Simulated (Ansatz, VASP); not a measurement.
**Two plane-wave programs on KNb3O**

```xyz
5
Lattice="2.6509 -3.9534 0.0000 2.6509 3.9534 0.0000 0.0000 0.0000 5.0995" Properties=species:S:1:pos:R:3 pbc="T T T"
K     2.6509    0.0000    0.0000
Nb    2.6509    2.7912    0.0000
Nb    2.6509   -2.7912    0.0000
Nb    2.6509    0.0000    2.5498
O     0.0000    0.0000    2.5498
```

Alike in both runs: task single point; functional PBE; k mesh 4 × 4 × 4; occupations gaussian, width 0.1 eV; collinear spin.

|  | VASP | Ansatz |
| --- | --- | --- |
| version | VASP 6.6.1 | Ansatz 0.2.0 |
| potentials or method | VASP PAW PBE potentials, release 64 (K_sv, Nb_sv, O), cutoff 520 eV | scalar-relativistic, plane waves, PAW |
| valence electrons in the cell | 54 | 54 |

Ansatz gave:

* gap on the k mesh at the Fermi level (eV): none
* pressure (GPa): -2.4
* traceless stress, the component that is largest in VASP (GPa): 7.38
* rms of the force components (eV/Å): 0.312
* net moment per atom (μB): 0.50
* size of the moment on the site where the two differ most (μB): 1.51

Q: Estimate VASP's values.

A: gap on the k mesh at the Fermi level (eV): none; pressure (GPa): -4.5; traceless stress, the component that is largest in VASP (GPa): 9.41; rms of the force components (eV/Å): 0.431; net moment per atom (μB): 0.00; size of the moment on the site where the two differ most (μB): 0.00.

The net moments are unlike, so the other rows may belong to different states. Site moments also hang on the region over which each program counts them. Atom by atom the forces differ by 0.118 eV/Å (rms over components). A gap of «none» marks a metal or a gap that the smearing closes. Ansatz's warnings: no starting moments.
